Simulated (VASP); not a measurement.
Write the native input for VASP 6.6.1 that does the following.

| Item | Value |
| --- | --- |
| Task | single point |
| Functional | LDA |
| Potentials or basis | VASP PAW LDA potentials, release 64 (Ga_d) |
| Cutoff | 520 eV |
| k mesh | 7 × 7 × 6 |
| Occupations | methfessel-paxton, width 0.05 eV |
| Spin | no spin polarisation |
| Dipole correction | no |
| Further INCAR settings | ALGO = Normal; EDIFF = 1e-06; NBANDS = 20 |

The structure of Ga lies in POSCAR:

```
Ga
1.0
    1.4500000000     -4.0650000000      0.0000000000
    1.4500000000      4.0650000000      0.0000000000
    0.0000000000      0.0000000000      3.1700000000
Ga
2
Direct
    0.1426510000      0.8836200000      0.7521610000
    0.8630400000      0.1461870000      0.2619770000
```

One way to write it, as run:

INCAR

```
PREC = Accurate ; ENCUT = 520
EDIFF = 1E-6 ; ISMEAR = 1
SIGMA = 0.05 ; LREAL = F
LASPH = T ; NELM = 80
ALGO = Normal ; ISIF = 2
LWAVE = F ; LCHARG = T
LELF = T ; LVHAR = T
NBANDS = 20
```

KPOINTS

```
regular mesh
0
Gamma
  7 7 6
```

Potentials or basis: VASP PAW LDA potentials, release 64 (Ga_d).

Run with:

```console
$ cat potpaw_LDA.64/Ga_d/POTCAR > POTCAR
$ mpirun -np 1 vasp_std > vasp.out
```

Results of the run:

```yaml
Pressure: -3.2 GPa
Largest_force: 0.057 eV/Å
Band_gap_on_the_k_mesh: zero (bands 13 and 14 overlap by 8.40 eV)
```

Caveat: the cell stands under tension.

Run time: 92 s on 1 thread of Intel Xeon 8259CL (shared host), peak memory 0.21 GiB.
